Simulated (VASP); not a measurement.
## Nb: electric field gradients with PBEsol

Crystal: Nb.

```xyz
2
Lattice="0.0000 2.8297 2.8297 2.8297 0.0000 2.8297 2.8297 2.8297 0.0000" Properties=species:S:1:pos:R:3 pbc="T T T"
Nb   -0.4952   -0.9196   -0.9196
Nb    0.4952    0.9196    0.9196
```

This cell differs from its parent crystal: shortest bond scaled by 0.7.

| Quantity | Value |
| --- | --- |
| Program | VASP 6.6.1 |
| Task | electric field gradients |
| Functional | PBEsol |
| Potentials or basis | VASP PAW PBE potentials, release 64 (Nb_sv) |
| Cutoff | 520 eV |
| k mesh | 9 × 9 × 9 |
| Occupations | fermi-dirac, width 0.05 eV |
| Spin | no spin polarisation |
| Dipole correction | no |
| Further INCAR settings | ALGO = Normal; EDIFF = 1e-08; NBANDS = 20 |

- Pressure: 61.9 GPa
- Largest force: 27.741 eV/Å
- Band gap on the k mesh: zero (bands 13 and 14 overlap by 1.72 eV)
- Largest electric field gradient by atom: Nb -198.0 V/Å²

Forces on the atoms (eV/Å):
```
Nb  -16.016  16.016  16.016
Nb   16.016 -16.016 -16.016
```

Stress tensor (GPa, compression positive):
```
 61.87 -62.71 -62.71
-62.71  61.87  62.71
-62.71  62.71  61.87
```

Levels at points of the mesh, in eV from the Fermi level:
| k point | band 11 | band 12 | band 13 | band 14 | band 15 | band 16 |
| --- | --- | --- | --- | --- | --- | --- |
| (0.00, 0.00, 0.00) | -2.20 | -1.12 | -1.12 | 1.13 | 2.74 | 2.74 |

Electric field gradients, principal values (V/Å²):
| atom | least | middle | greatest (by size) |
| --- | --- | --- | --- |
| 1 Nb | 98.998 | 98.999 | -197.998 |
| 2 Nb | 98.998 | 98.999 | -197.998 |

Run time: 2.7 min on 1 thread of Intel Xeon 8259CL, with other jobs on the host, peak memory 0.21 GiB.

Caveat: the cell differs from its parent crystal (shortest bond scaled by 0.7); atoms lie so close that the PAW spheres overlap strongly, which falsifies energies and pressures; the cell stands under pressure; without QUAD_EFG the Cq values of the log hold for a quadrupole moment of 1 mb, not for the nuclei; the PAW data sets were made with another functional, which shifts forces and pressure a little.
